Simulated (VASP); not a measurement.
NaI: single point with r2SCAN

The system is NaI.

```
CELL_PARAMETERS angstrom
4.04054 0.00000 0.00000
0.00000 4.04054 0.00000
0.00000 0.00000 4.04054
ATOMIC_POSITIONS crystal
Na 0.00000 0.00000 0.00000
I 0.50000 0.50000 0.50000
```

```
Program             : VASP 6.6.1
Task                : single point
Functional          : r2SCAN
Potentials or basis : VASP PAW PBE potentials, release 64 (Na_pv, I)
Cutoff              : 520 eV
k mesh              : 6 × 6 × 6
Occupations         : gaussian, width 0.01 eV
Spin                : no spin polarisation
```

```json
{"Pressure": "0.0 GPa", "Band gap on the k mesh": "3.07 eV, indirect (least direct gap 3.36 eV)"}
```

Levels at points of the mesh, in eV from the valence-band top:
```csv
k point,band 4,band 5,band 6,band 7,band 8,band 9,band 10,band 11
"(0.00, 0.00, 0.00)",-12.18,-0.67,-0.67,-0.67,3.07,6.11,6.11,12.23
"(0.50, 0.00, 0.00)",-11.83,-3.30,-0.34,-0.34,5.32,7.17,7.67,8.52
"(0.50, 0.50, 0.00)",-11.53,-2.65,-2.65,0.00,3.36,7.69,9.03,9.03
"(0.50, 0.50, 0.50)",-11.23,-2.16,-2.16,-2.16,4.66,4.66,4.66,7.56
```

It took 39 s on 1 thread of Intel(R) Xeon(R) 6975P-C (Granite Rapids) (shared host), peak memory 0.17 GiB.

Caveat: the PAW data sets were made with another functional, which shifts forces and pressure a little; spin-orbit coupling is left out, which moves the levels of the heavy elements. r2SCAN opens gaps a little over a GGA but as a rule still falls short of measured ones.
